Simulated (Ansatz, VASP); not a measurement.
Two plane-wave programs on Au

File POSCAR:

```
Au
1.0
    5.2790342348      0.0000000000      0.0000000000
    0.0000000000      5.2790342348      0.0000000000
    0.0000000000      0.0000000000      5.2790342348
Au
8
Direct
    0.5000000000      0.5000000000      0.5000000000
    0.0000000000      0.0000000000      0.0000000000
    0.2500000000      0.0000000000      0.5000000000
    0.5000000000      0.2500000000      0.0000000000
    0.5000000000      0.7500000000      0.0000000000
    0.7500000000      0.0000000000      0.5000000000
    0.0000000000      0.5000000000      0.7500000000
    0.0000000000      0.5000000000      0.2500000000
```

Contents of INCAR.step1:

```
SYSTEM = Au
PREC = Accurate ; ENCUT = 520
ISMEAR = 0 ; SIGMA = 0.1
LREAL = .FALSE. ; LASPH = .TRUE.
NELM = 80 ; NBANDS = 54
GGA = PE ; ALGO = Normal
EDIFF = 1E-4 ; LWAVE = .TRUE.
LCHARG = .FALSE.
```

INCAR.step2

```
SYSTEM = Au
PREC = Accurate ; ENCUT = 520
EDIFF = 1E-7 ; ISMEAR = 0
SIGMA = 0.1 ; LREAL = .FALSE.
LASPH = .TRUE. ; NELM = 80
ALGO = Normal ; ISIF = 2
LWAVE = .FALSE. ; LCHARG = .FALSE.
METAGGA = R2SCAN ; LMIXTAU = .TRUE.
NBANDS = 54 ; ISTART = 1
```

The input KPOINTS:

```
regular mesh
0
G
  4 4 4
  0 0 0
```

Input for Ansatz:

```yaml
crystal:
  lattice:
    - [5.2790342348, 0.0, 0.0]
    - [0.0, 5.2790342348, 0.0]
    - [0.0, 0.0, 5.2790342348]
  atoms:
    - { symbol: Au, position: [0.5, 0.5, 0.5] }
    - { symbol: Au, position: [0.0, 0.0, 0.0] }
    - { symbol: Au, position: [0.25, 0.0, 0.5] }
    - { symbol: Au, position: [0.5, 0.25, 0.0] }
    - { symbol: Au, position: [0.5, 0.75, 0.0] }
    - { symbol: Au, position: [0.75, 0.0, 0.5] }
    - { symbol: Au, position: [0.0, 0.5, 0.75] }
    - { symbol: Au, position: [0.0, 0.5, 0.25] }
basis:
  ecutwfc: 500
kpoints:
  mp_grid: { grid: [4, 4, 4] }
hamiltonian:
  xc: r2scan
scf:
  occupations: { method: gaussian, width: 0.1 }
  lower_state_search: "off"
output:
  forces: true
  stress: true
  eigenvalues: true
```

Alike in both runs: task single point; functional r2SCAN; k mesh 4 × 4 × 4; occupations gaussian, width 0.1 eV; no spin polarisation.

```csv
,VASP,Ansatz
version,VASP 6.6.1,Ansatz 0.2.0
potentials or method,"VASP PAW PBE potentials, release 64 (Au), cutoff 520 eV","scalar-relativistic, plane waves, PAW"
valence electrons in the cell,88,152
```

```tsv
	VASP	Ansatz	Ansatz less VASP
gap on the k mesh at the Fermi level (eV)	none	none	-
pressure (GPa)	-1.7	-2.0	-0.22
```

VASP's potentials were made for PBE, not for r2SCAN. A gap of «none» marks a metal or a gap that the smearing closes. The functional is the same, so the differences come from potentials, cutoffs and numerics. VASP's potentials hold 88 valence electrons a cell and Ansatz's 152, so a difference there can come from the potentials and not from the codes.

Spin-orbit coupling is off throughout.
